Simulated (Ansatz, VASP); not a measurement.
**Sb: VASP beside Ansatz**

The input INCAR:

```
SYSTEM = Sb
PREC = Accurate ; ENCUT = 520
EDIFF = 1E-6 ; ISMEAR = -1
SIGMA = 0.1 ; LREAL = .False.
LASPH = .True. ; NELM = 100
ALGO = Normal ; ISIF = 2
LWAVE = .False. ; LCHARG = .False.
GGA = RP ; NBANDS = 12
```

Contents of KPOINTS:

```
Automatic mesh
0
Gamma
  14 14 14
  0 0 0
```

Contents of POSCAR:

```
Sb
1.0
    2.2287269990      1.2867561328      4.0349559403
   -2.2287269990      1.2867561328      4.0349559403
    0.0000000000     -2.5735122656      4.0349559404
Sb
2
Direct
    0.2303412899      0.2303412899      0.2303412899
    0.7696587101      0.7696587101      0.7696587101
```

Input for Ansatz:

```yaml
crystal:
  lattice:
    - [2.228726999, 1.2867561328, 4.0349559403]
    - [-2.228726999, 1.2867561328, 4.0349559403]
    - [0.0, -2.5735122656, 4.0349559404]
  atoms:
    - { symbol: Sb, position: [0.2303412899, 0.2303412899, 0.2303412899] }
    - { symbol: Sb, position: [0.7696587101, 0.7696587101, 0.7696587101] }
hamiltonian:
  xc: rpbe
  pseudopotentials:
    kind: paw
    azcp:
      Sb: "pseudopotentials/Sb.paw.azcp"
basis:
  ecutwfc: 420
  fft_grid_basis: typed
kpoints:
  mp_grid: { grid: [14, 14, 14], shift: [0, 0, 0] }
magnetization:
  spin_polarized: false
scf:
  occupations: { method: fermi_dirac, width: 0.1 }
output:
  stress: true
```

Alike in both runs: task single point; functional RPBE; k mesh 14 × 14 × 14; occupations fermi-dirac, width 0.1 eV; no spin polarisation.

|  | VASP | Ansatz |
| --- | --- | --- |
| version | VASP 6.6.1 | Ansatz 0.2.0 |
| potentials or method | VASP PAW PBE potentials, release 64 (Sb), cutoff 520 eV | plane waves (420 eV) with PAW, scalar-relativistic |
| valence electrons in the cell | 10 | 30 |

|  | VASP | Ansatz | Ansatz less VASP |
| --- | --- | --- | --- |
| pressure (GPa) | -1.6 | -1.6 | +0.02 |
| traceless stress, the component that is largest in VASP (GPa) | 0.35 | 0.36 | +0.011 |

VASP's potentials were made for PBE, not for RPBE. The functional is the same, so the differences come from potentials, cutoffs and numerics. VASP's potentials hold 10 valence electrons a cell and Ansatz's 30, so a difference there can come from the potentials and not from the codes.

Neither program's run includes spin-orbit coupling.
